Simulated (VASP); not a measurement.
Here is a VASP 6.6.1 calculation.

The input INCAR:

```
ALGO = Normal
EDIFF = 1E-6
ENCUT = 520
GGA = PE
ISIF = 2
ISMEAR = 0
LASPH = T
LCHARG = T
LELF = T
LREAL = F
LVHAR = T
LWAVE = F
NBANDS = 25
NELM = 60
PREC = Accurate
SIGMA = 0.1
```

File KPOINTS:

```
k-points
0
Gamma
  14 14 14
```

Contents of POSCAR:

```
SiNi3
1.0
    3.4010718587      0.0000000000      0.0000000000
    0.0000000000      3.4010718587      0.0000000000
    0.0000000000      0.0000000000      3.4010718587
Si Ni
1 3
Direct
    0.0000000000      0.0000000000      0.0000000000
    0.0000000000      0.5000000000      0.5000000000
    0.5000000000      0.0000000000      0.5000000000
    0.5000000000      0.5000000000      0.0000000000
```

Potentials or basis: VASP PAW PBE potentials, release 64 (Si, Ni).

Launch:

```sh
$ cat potpaw_PBE.64/Si/POTCAR potpaw_PBE.64/Ni/POTCAR > POTCAR
$ mpirun -np 1 vasp_std > vasp.out
```

Q: Estimate the band gap on the k mesh.

A: Zero (band 17 reaches 12.13 eV, above the bottom of band 18 at 11.86 eV).

Q: What does it give for the pressure?

A: 24.0 GPa.

Caveat: the cell differs from its parent crystal (equal strain along all axes, cell held: -3.0 %). Spin polarisation is off, so any magnetic state and its effect on volume and gap are missing.
